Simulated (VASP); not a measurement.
Wanted: the native input for a VASP 6.6.1 run.

- Task: single point
- Functional: PBE
- Potentials or basis: VASP PAW PBE potentials, release 64 (Ti_sv)
- Cutoff: 520 eV
- k mesh: 20 × 20 × 20
- Occupations: gaussian, width 0.15 eV
- Spin: no spin polarisation
- Dipole correction: no
- Further INCAR settings: ALGO = Normal; EDIFF = 1e-06; NBANDS = 12

The structure of Ti lies in POSCAR:

```
Ti
1.0
    0.0000000000      2.1051255405      1.8038820756
    2.1051255405      0.0000000000      1.8038820756
    2.1051255405      2.1051255405      0.0000000000
Ti
1
Direct
    0.0000000000      0.0000000000      0.0000000000
```

This cell differs from its parent crystal: volume 15.988 Å^3 an atom, c/a of the conventional cell 0.8569.

One way to write it, as run:

INCAR

```
SYSTEM = Ti
  ALGO = Normal
  EDIFF = 1E-6
  ENCUT = 520
  GGA = PE
  ISIF = 2
  ISMEAR = 0
  LASPH = .TRUE.
  LCHARG = .FALSE.
  LREAL = .FALSE.
  LWAVE = .FALSE.
  NBANDS = 12
  NELM = 100
  PREC = Accurate
  SIGMA = 0.15
```

KPOINTS

```
k-points
0
G
  20 20 20
  0 0 0
```

Potentials or basis: VASP PAW PBE potentials, release 64 (Ti_sv).

Command:

```bash
$ cat potpaw_PBE.64/Ti_sv/POTCAR > POTCAR
$ mpirun -np 1 vasp_std > vasp.out
```

Results of the run:

The pressure is 9.8 GPa. The band gap on the k mesh is zero (band 6 reaches 9.96 eV, above the bottom of band 7 at 8.51 eV).

It took 3.9 min on 1 thread of AMD EPYC 7R13 Processor (Zen 3) (shared host), peak memory 0.2 GiB.
